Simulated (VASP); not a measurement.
Input of a VASP 6.6.1 run:

The input INCAR:

```
PREC     = Accurate       # precision mode
ENCUT    = 400            # plane-wave cutoff, eV
EDIFF    = 1E-6           # SCF threshold, eV
ISMEAR   = 0              # smearing method
SIGMA    = 0.05           # smearing width, eV
LREAL    = Auto         
LASPH    = True           # aspherical terms in the spheres
NELM     = 200            # most SCF steps
ALGO     = Normal         # electronic algorithm
ISIF     = 2              # what is computed and relaxed
LWAVE    = False          # write WAVECAR
LCHARG   = True           # write CHGCAR
ISPIN    = 2              # spin polarisation
MAGMOM   = 0.2 0.2 0 0.2 0 0 0 0 0 0.2 0 0 0 0 0 0 0 0 0 0 0 0 0 0 0 0 0 0 0 0 0 0 0 0 0 0 0 0 0 0 0 0 0 0 0 0 0 0 0 0 0 0 0 # initial moments
LORBIT   = 11             # projections on sites
GGA      = PE             # functional
LELF     = True           # ELF
LVHAR    = True         
NBANDS   = 406            # bands
GGA_COMPAT= False
```

KPOINTS

```
regular mesh
0
Gamma
  1 1 1
```

File POSCAR:

```
Ga27As26
1.0
    0.0000000000      8.4805500000      8.4805500000
    8.4805500000      0.0000000000      8.4805500000
    8.4805500000      8.4805500000      0.0000000000
Ga As
27 26
Direct
    0.0007889159      0.0013861912      0.0005945531
   -0.0011434314     -0.0004254973      0.3361763823
   -0.0015298055     -0.0014442439      0.6685220088
    0.0015255438      0.3278530385      0.0019598228
   -0.0013166115      0.3346846626      0.3340795200
   -0.0011007616      0.3344401717      0.6660224996
   -0.0014376950      0.6679720480     -0.0012385803
   -0.0013660177      0.6663645867      0.3340820238
   -0.0014148945      0.6676296735      0.6685164101
    0.3318911283      0.0005764347      0.0004272164
    0.3345816409     -0.0014169783      0.3342023221
    0.3343178872     -0.0011762394      0.6660442253
    0.3337885616      0.3344578539     -0.0011046258
    0.3333015496      0.3334610696      0.3332220055
    0.3338283293      0.3344214941      0.6661423633
    0.3339122547      0.6662468659     -0.0012139430
    0.3343074649      0.6662844308      0.3342434013
    0.3340678893      0.6664023972      0.6665673423
    0.6680995713     -0.0014333985     -0.0013285834
    0.6661799627     -0.0014239799      0.3341182621
    0.6677439255     -0.0014219645      0.6685192559
    0.6657868200      0.3343975531     -0.0009956729
    0.6658449117      0.3348125301      0.3340120297
    0.6662128665      0.3343336262      0.6665429686
    0.6682170544      0.6679132181     -0.0013075775
    0.6663296759      0.6663676988      0.3343389036
    0.6662884427      0.6663104678      0.6666203154
    0.0840146178      0.0840874718      0.4152123059
    0.0837961257      0.0838872979      0.7510748866
    0.0834154148      0.4144349971      0.0837463209
    0.0833280061      0.4169523730      0.4165531785
    0.0834499265      0.4144267245      0.7518769331
    0.0835395312      0.7515407110      0.0837123876
    0.0837979223      0.7507422086      0.4150747999
    0.0839350099      0.7497273811      0.7499501201
    0.4146772993      0.0838937678      0.0838087746
    0.4167502557      0.0834428531      0.4165827112
    0.4146972945      0.0838837209      0.7510516953
    0.4163983777      0.4168565253      0.0832925202
    0.4164475298      0.4168611485      0.4166699832
    0.4167614602      0.4169920655      0.7497928503
    0.4146356688      0.7510526569      0.0838061987
    0.4169602529      0.7496849224      0.4171277983
    0.4168891071      0.7497893513      0.7497500087
    0.7510801034      0.0838994624      0.0837286995
    0.7503136316      0.0841274997      0.4150674747
    0.7496557185      0.0841259217      0.7498957173
    0.7512968024      0.4145672587      0.0837257362
    0.7496211823      0.4170001572      0.4170872900
    0.7497195914      0.4169152389      0.7498627833
    0.7496902722      0.7497394569      0.0842220570
    0.7496298596      0.7496513875      0.4171555118
    0.7497090017      0.7497494326      0.7499114933
```

Potentials or basis: VASP PAW PBE potentials, release 64 (Ga_d, As_d).

Command:

```bash
$ cat potpaw_PBE.64/Ga_d/POTCAR potpaw_PBE.64/As_d/POTCAR > POTCAR
$ mpirun -np 1 vasp_gam > vasp.out
```

**Question.** What does it give for the largest force?

**Answer.** 0.041 eV/Å.

**Question.** What does it give for the pressure?

**Answer.** 4.6 GPa.

Forces in eV/Å, atoms in the order of the input:
```
Ga   0.002  0.003 -0.002
Ga  -0.029 -0.017  0.023
Ga   0.002  0.001 -0.001
Ga   0.016 -0.009  0.013
Ga  -0.005  0.002 -0.002
Ga  -0.004  0.003 -0.003
Ga  -0.002 -0.008 -0.006
Ga  -0.001  0.003 -0.001
Ga   0.011 -0.001  0.000
Ga   0.006 -0.005 -0.004
Ga   0.008 -0.006  0.002
Ga   0.003 -0.008 -0.001
Ga  -0.003  0.005 -0.005
Ga   0.004  0.002  0.001
Ga  -0.003  0.002  0.002
Ga   0.006  0.009  0.003
Ga  -0.007 -0.005 -0.005
Ga  -0.011  0.009  0.008
Ga  -0.001 -0.001  0.001
Ga   0.011 -0.003  0.007
Ga  -0.008  0.002  0.011
Ga  -0.002  0.004 -0.001
Ga  -0.007  0.006 -0.011
Ga   0.007 -0.008  0.007
Ga   0.002 -0.003  0.001
Ga   0.007  0.011 -0.007
Ga  -0.012 -0.009 -0.008
As   0.009  0.006 -0.001
As  -0.004 -0.005  0.008
As  -0.001  0.003 -0.001
As   0.002  0.002  0.004
As  -0.010 -0.001 -0.002
As  -0.001  0.003 -0.002
As  -0.002  0.010 -0.011
As   0.000 -0.001 -0.004
As   0.001  0.002  0.004
As   0.000  0.001  0.002
As   0.001 -0.006  0.001
As   0.005  0.001 -0.001
As   0.000 -0.006 -0.001
As   0.000  0.000  0.004
As  -0.005  0.005 -0.004
As   0.001  0.005  0.000
As  -0.006  0.001  0.001
As   0.002 -0.002 -0.002
As   0.020 -0.005 -0.019
As  -0.001  0.000 -0.003
As  -0.005  0.004 -0.001
As   0.005  0.002  0.002
As   0.001 -0.006  0.003
As  -0.003  0.001  0.002
As   0.000  0.003 -0.006
As   0.001  0.005  0.005
```

Caveat: the k points lie up to 0.64 Å⁻¹ apart.
